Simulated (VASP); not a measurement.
**Si2W3: relaxation of cell and atoms with PBE**

Si2W3:

```
CELL_PARAMETERS angstrom
4.66335 0.00000 0.00000
-2.33168 4.03858 0.00000
0.00000 0.00000 5.25285
ATOMIC_POSITIONS crystal
Si 0.33333 0.66667 0.50000
Si 0.66667 0.33333 0.50000
W 0.33333 0.66667 0.00000
W 0.66667 0.33333 0.00000
W 0.00000 0.00000 0.00000
```

The cell was generated, and may not be a known phase.

```json
{"Program": "VASP 6.6.1", "Task": "relaxation of cell and atoms", "Functional": "PBE", "Potentials or basis": "VASP PAW PBE potentials, release 64 (Si, W_sv)", "Cutoff": "600 eV", "k mesh": "6 × 6 × 4", "Occupations": "gaussian, width 0.1 eV", "Spin": "no spin polarisation", "Dipole correction": "no", "Further INCAR settings": "ALGO = Normal; EDIFF = 1e-06; IBRION = 2; EDIFFG = -0.04; NSW = 90; ISIF = 3"}
```

| Quantity | Value |
| --- | --- |
| Relaxed volume | 19.13 Å³/atom |
| Relaxed cell | a = 4.735 Å, b = 4.735 Å, c = 4.926 Å, α = 90.00°, β = 90.00°, γ = 120.00° |
| Space group after relaxing (to 0.1 Å) | P6/mmm (No. 191) |
| Energy gained by relaxing | 77.8 meV/atom |
| Ionic steps | 6 |
| Pressure after relaxing | 0.0 GPa |
| Band gap on the k mesh | zero (bands 25 and 26 overlap by 1.76 eV) |

Stress tensor (GPa, compression positive):
```
 0.00  0.00  0.00
 0.00  0.00  0.00
 0.00  0.00 -0.13
```

The path:
```csv
step,energy change (eV),largest force (eV/Å),pressure (GPa),volume (Å³)
1,0.0000,0.0000,-3.25,98.93
2,-0.2873,0.0000,4.84,92.92
3,-0.3839,0.0000,1.58,94.69
4,-0.3839,0.0000,1.41,94.78
5,-0.3794,0.0000,-1.96,96.88
6,-0.3889,0.0000,-0.05,95.65
```

Final structure:
```
Si W
1.0
     4.73519    0.00000    0.00000
    -2.36759    4.10079    0.00000
     0.00000    0.00000    4.92604
Si W
2 3
Cartesian
  0.0000 2.7339 2.4630
  2.3676 1.3669 2.4630
  0.0000 2.7339 0.0000
  2.3676 1.3669 0.0000
  0.0000 0.0000 0.0000
```

Levels at points of the mesh, in eV from the Fermi level:
```csv
k point,band 22,band 23,band 24,band 25,band 26,band 27,band 28,band 29
"(0.00, 0.00, 0.00)",-1.51,-1.48,-1.48,-0.17,-0.15,-0.15,0.22,0.22
"(0.50, 0.00, 0.00)",-2.07,-1.94,-1.59,1.40,1.43,1.54,1.63,1.67
"(0.00, 0.00, 0.50)",-1.30,-1.30,-1.13,-1.13,-0.11,-0.11,0.68,1.83
"(0.50, 0.00, 0.50)",-2.02,-1.96,-0.62,0.14,0.46,1.18,1.57,1.60
```

It took 5.1 min on 1 thread of Intel(R) Xeon(R) Platinum 8488C (Sapphire Rapids), with other jobs on the host, peak memory 0.29 GiB.

Caveat: spin-orbit coupling is left out, which moves the levels of the heavy elements.
